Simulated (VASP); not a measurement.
# Mn (P6_3/mmc) in VASP: further runs

Runs on Mn. Level: PBEsol. Tasks: single point.

Program: VASP 6.6.1. These are calculated values, not measurements. Logs are shortened: lines on timing, memory, paths and dates and some standing lists are left out, and cuts for length are marked.

## Step 1: The cell of the first run

The structure is hexagonal, space group P6_3/mmc (No. 194). The conventional cell has a = 2.454 Å, b = 2.454 Å, c = 3.963 Å, α = 90.00°, β = 90.00°, γ = 120.00°. Within 3.2 Å of Mn (site symmetry -6m2) lie 12 Mn at 2.44 to 2.45 Å.

This isn't the form of Mn at room conditions, which is a 58-atom cubic cell.

## Step 2: Single point, PBEsol

Contents of INCAR:

```
SYSTEM = Mn
ALGO = Normal
EDIFF = 1E-6
ENCUT = 520
GGA = PS
ISIF = 2
ISMEAR = -1
LASPH = .True.
LCHARG = .True.
LELF = .True.
LREAL = .False.
LVHAR = .True.
LWAVE = .False.
NBANDS = 20
NELM = 60
PREC = Accurate
SIGMA = 0.1
```

Contents of KPOINTS:

```
k-points
0
Gamma
  14 14 8
  0 0 0
```

Contents of POSCAR:

```
Mn
1.0
    2.4535099019      0.0000000000      0.0000000000
   -1.2267549509      2.1248019035      0.0000000000
    0.0000000000      0.0000000000      3.9634435015
Mn
2
Direct
    0.3333333333      0.6666666667      0.2500000000
    0.6666666667      0.3333333333      0.7500000000
```

Potentials or basis: VASP PAW PBE potentials, release 64 (Mn_pv).

Command:

```sh
> cat potpaw_PBE.64/Mn_pv/POTCAR > POTCAR
> mpirun -np 1 vasp_std > vasp.out
```

OUTCAR:

```text
SYSTEM = Mn
   EDIFF = 1E-6
   ENCUT = 520
   GGA = PS
   ISIF = 2
   ISMEAR = -1
   LASPH = .True.
   LREAL = .False.
   NELM = 60
   PREC = Accurate

 ion  position               nearest neighbor table
   1  0.333  0.667  0.250-   2 2.44   2 2.44   2 2.44   2 2.44   2 2.44   2 2.44
   2  0.667  0.333  0.750-   1 2.44   1 2.44   1 2.44   1 2.44   1 2.44   1 2.44

  LATTYP: Found a hexagonal cell.
 ALAT       =     2.4535099019
 C/A-ratio  =     1.6154177729

  Lattice vectors:

 A1 = (   2.4535099019,   0.0000000000,   0.0000000000)
 A2 = (  -1.2267549509,   2.1248019035,   0.0000000000)
 A3 = (   0.0000000000,   0.0000000000,   3.9634435015)

Analysis of symmetry for initial positions (statically):
=====================================================================
 Subroutine PRICEL returns:
 Original cell was already a primitive cell.

 Routine SETGRP: Setting up the symmetry group for a
 hexagonal supercell.

 Subroutine GETGRP returns: Found 24 space group operations
 (whereof 12 operations were pure point group operations)
 out of a pool of 24 trial point group operations.

The static configuration has the point symmetry D_3d.
 The point group associated with its full space group is D_6h.

Analysis of symmetry for dynamics (positions and initial velocities):
=====================================================================
 Subroutine PRICEL returns:
 Original cell was already a primitive cell.

 Routine SETGRP: Setting up the symmetry group for a
 hexagonal supercell.

 Subroutine GETGRP returns: Found 24 space group operations
 (whereof 12 operations were pure point group operations)
 out of a pool of 24 trial point group operations.

The dynamic configuration has the point symmetry D_3d.
 The point group associated with its full space group is D_6h.

 Subroutine INISYM returns: Found 24 space group operations
 (whereof 12 operations are pure point group operations),
 and found     1 'primitive' translations

----------------------------------------------------------------------------------------

                                     Primitive cell

  volume of cell :      20.6623

  direct lattice vectors                    reciprocal lattice vectors
     2.453509902  0.000000000  0.000000000     0.407579362  0.235316054  0.000000000
    -1.226754951  2.124801903  0.000000000     0.000000000  0.470632109  0.000000000
     0.000000000  0.000000000  3.963443502     0.000000000  0.000000000  0.252305855

  length of vectors
     2.453509902  2.453509902  3.963443502     0.470632109  0.470632109  0.252305855

[... 78 lines left out ...]
   ENCUT  =  520.0 eV  38.22 Ry    6.18 a.u.   4.56  4.56  7.37*2*pi/ulx,y,z
   NELM   =     60;   NELMIN=  2; NELMDL= -5     # of ELM steps
   EDIFF  = 0.1E-05   stopping-criterion for ELM
   LREAL  =      F    real-space projection
   EDIFFG = 0.1E-04   stopping-criterion for IOM
   NSW    =      0    number of steps for IOM
   IBRION =     -1    ionic relax: 0-MD 1-quasi-New 2-CG
   NFREE  =      0    steps in history (QN), initial steepest desc. (CG)
   ISIF   =      2    stress and relaxation
   ISYM   =      2    0-nonsym 1-usesym 2-fastsym
   POTIM  = 0.5000    time-step for ionic-motion
   TEBEG  =    0.0;   TEEND  =   0.0 temperature during run
   PSTRESS=    0.0 pullay stress
   NELECT =      26.0000    total number of electrons
   NUPDOWN=      -1.0000    fix difference up-down
   EMIN   =  10.00;   EMAX   =-10.00  energy-range for DOS
   EFERMI =   0.00;   METHOD = LEGACY
   ISMEAR =    -1;   SIGMA  =   0.10  broadening in eV -4-tet -1-fermi 0-gaus
   EFERMI_NEDOS =   21; number of points for ismear=-14 and -15
   IALGO  =     38    algorithm
   IMIX   =      4    mixing-type and parameters
     AMIX     =   0.40;   BMIX     =  1.00
     AMIX_MAG =   1.60;   BMIX_MAG =  1.00
  volume/ion in A,a.u.               =      10.33        69.72
  Fermi-wavevector in a.u.,A,eV,Ry     =   1.767419  3.339939 42.501493  3.123772
  Thomas-Fermi vector in A             =   2.834808
   LORBIT       =      0    0 simple, 1 ext, 2 COOP (PROOUT), +10 PAW based schemes
   GGA     = PS    functional components
   LHFCALC =     F    Hartree Fock is set to
   AEXX    =    0.0000 exact exchange contribution
   IVDW    =     0    specifies the selected vdW correction
   LEPSILON=     F    determine dielectric tensor
   LRPA    =     F    only Hartree local field effects (RPA)
 non-spin polarized calculation
  energy-cutoff  :      520.00
  volume of cell :       20.66
 maximum number of plane-waves:       574
   NGX =  9   NGY =  9   NGZ = 15

 number of electron      26.0000020 magnetization

 Free energy of the ion-electron system (eV)
  ---------------------------------------------------
  ext. energy  EPLUGINS =         0.00000000
  ---------------------------------------------------
  free energy    TOTEN  =       -19.45981824 eV

  energy without entropy =      -19.37087235  energy(sigma->0) =      -19.41534530

 E-fermi :  10.7659     XC(G=0): -14.4297

 val. band max:       10.7471511777   @ k =   0.2857   0.0000   0.5000
 cond. band min:      10.7724019343   @ k =   0.2857   0.2857   0.5000
 fundamental gap:      0.0252507566
 Fermi energy:        10.7658980789

 k-point     1 :       0.0000    0.0000    0.0000
  band No.  band energies     occupation
      1     -37.4231      2.00000
      2     -36.6682      2.00000
      3     -36.6682      2.00000
      4     -36.5481      2.00000
      5     -36.5481      2.00000
      6     -36.5285      2.00000
[... 541 lines left out ...]
     19      19.6645      0.00000
     20      25.1469      0.00000

 [... further k-points ...]

------------------------ aborting loop because EDIFF is reached ----------------------------------------

  FORCE on cell =-STRESS in cart. coord.  units (eV):
  Direction    XX          YY          ZZ          XY          YZ          ZX
  --------------------------------------------------------------------------------------
  -------------------------------------------------------------------------------------
  Total        0.0029497      0.0029497     -0.0197815      0.0000000      0.0000000      0.0000000
  in kB        0.2287253      0.2287253     -1.5338779      0.0000000      0.0000000      0.0000000
  external PRESSURE =      -0.3588091 kB  Pullay stress =       0.0000000 kB

 VOLUME and BASIS-vectors are now :
 -----------------------------------------------------------------------------
  energy-cutoff  :      520.00
  volume of cell :       20.66
      direct lattice vectors                 reciprocal lattice vectors
     2.453509902  0.000000000  0.000000000     0.407579362  0.235316054  0.000000000
    -1.226754951  2.124801903  0.000000000     0.000000000  0.470632109  0.000000000
     0.000000000  0.000000000  3.963443502     0.000000000  0.000000000  0.252305855

 POSITION                                       TOTAL-FORCE (eV/Angst)
 -----------------------------------------------------------------------------------
     -0.00000      1.41653      0.99086        -0.000000      0.000000      0.000000
      1.22675      0.70827      2.97258         0.000000     -0.000000      0.000000
 -----------------------------------------------------------------------------------
    total drift:                               -0.000000      0.000000     -0.000000

  FREE ENERGIE OF THE ION-ELECTRON SYSTEM (eV)
  ---------------------------------------------------
  free  energy   TOTEN  =       -19.4598182446 eV

  energy  without entropy=      -19.3708723542  energy(sigma->0) =      -19.41534530
```

stdout:

```text
POSCAR found type information on POSCAR Mn
 POSCAR found :  1 types and       2 ions
 scaLAPACK will be used
 -----------------------------------------------------------------------------
|                                                                             |
|                                                                             |
|     You enforced a specific xc type in the INCAR file but a different       |
|     I HOPE YOU KNOW WHAT YOU ARE DOING!                                     |
|                                                                             |
 -----------------------------------------------------------------------------

 LDA part: xc-table for (Slater+PW92), standard interpolation
 POSCAR, INCAR and KPOINTS ok, starting setup
 FFT: planning ... GRIDC
 FFT: planning ... GRID_SOFT
 FFT: planning ... GRID
 WAVECAR not read
 entering main loop
```

It took 49 s on 1 thread of Intel Xeon 8259CL, shared host; peak memory 0.16 GiB.

Results:

- Free energy: -19.4598 eV
- Pressure: 0.0 GPa
- Band gap on the k mesh: zero (bands 13 and 14 overlap by 2.11 eV)

Caveat: the PAW data sets were made with another functional, which shifts forces and pressure a little; the run has no spin polarisation, though such a crystal can be magnetic.

## Step 3: Single point, PBEsol (9.09 Å³/atom)

This run uses another cell than the first one, of 9.09 Å³/atom.

Contents of INCAR:

```
ALGO = Normal
EDIFF = 1E-6
ENCUT = 520
GGA = PS
ISIF = 2
ISMEAR = -1
LASPH = T
LCHARG = T
LELF = T
LREAL = F
LVHAR = T
LWAVE = F
NBANDS = 20
NELM = 80
PREC = Accurate
SIGMA = 0.1
```

Contents of KPOINTS:

```
k-points
0
Gamma
  17 17 9
```

Contents of POSCAR:

```
Mn
1.0
    2.3511592127      0.0000000000      0.0000000000
   -1.1755796063      2.0361636066      0.0000000000
    0.0000000000      0.0000000000      3.7981043791
Mn
2
Direct
    0.3333333333      0.6666666667      0.2500000000
    0.6666666667      0.3333333333      0.7500000000
```

Potentials or basis: VASP PAW PBE potentials, release 64 (Mn_pv).

Command:

```sh
> cat potpaw_PBE.64/Mn_pv/POTCAR > POTCAR
> mpirun -np 1 vasp_std > vasp.out
```

Wall time 84 s (1 thread of Intel Xeon 8259CL, shared host); peak memory 0.16 GiB.

It converged, with:

| Item | Value |
| --- | --- |
| Free energy | -19.0986 eV |
| Pressure | 52.2 GPa |
| Band gap on the k mesh | zero (bands 13 and 14 overlap by 2.49 eV) |

Stress tensor (GPa, compression positive):
```
52.35  0.00  0.00
 0.00 52.35  0.00
 0.00  0.00 52.02
```

Levels at points of the mesh, in eV from the Fermi level:
```tsv
k point	band 10	band 11	band 12	band 13	band 14	band 15	band 16	band 17
(0.00, 0.00, 0.00)	-1.25	-1.24	-0.63	-0.63	0.02	0.02	1.10	2.02
```

Caveat: the cell stands under pressure; the PAW data sets were made with another functional, which shifts forces and pressure a little; the run has no spin polarisation, though such a crystal can be magnetic.

(Part 1 of 2 ends here.)
